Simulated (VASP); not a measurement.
Input of a VASP 6.6.1 run:

File INCAR:

```
SYSTEM = BiAu
  PREC = Accurate
  ENCUT = 400
  EDIFF = 1E-8
  ISMEAR = -1
  SIGMA = 0.03
  LREAL = .False.
  LASPH = .True.
  NELM = 120
  ALGO = Normal
  ISIF = 2
  LWAVE = .False.
  LCHARG = .False.
  GGA = PE
  LEFG = .True.
  NBANDS = 20
  GGA_COMPAT = .False.
```

KPOINTS

```
Automatic mesh
0
Gamma
  12 12 12
  0 0 0
```

The input POSCAR:

```
BiAu
1.0
    0.0000000000      2.9724527446      2.9724527446
    2.9724527446      0.0000000000      2.9724527446
    2.9724527446      2.9724527446      0.0000000000
Au Bi
1 1
Direct
    0.0000000000      0.0000000000      0.0000000000
    0.5000000000      0.5000000000      0.5000000000
```

Potentials or basis: VASP PAW PBE potentials, release 64 (Au, Bi_d).

Run with:

```sh
$ cat potpaw_PBE.64/Au/POTCAR potpaw_PBE.64/Bi_d/POTCAR > POTCAR
$ mpirun -np 1 vasp_std > vasp.out
```

Q: Predict the band gap on the k mesh.

A: Zero (band 13 reaches 10.16 eV, above the bottom of band 14 at 4.95 eV).

Q: Predict the pressure.

A: -0.1 GPa.

Caveat: without QUAD_EFG the Cq values of the log hold for a quadrupole moment of 1 mb, not for the nuclei; spin-orbit coupling is left out, which moves the levels of the heavy elements.
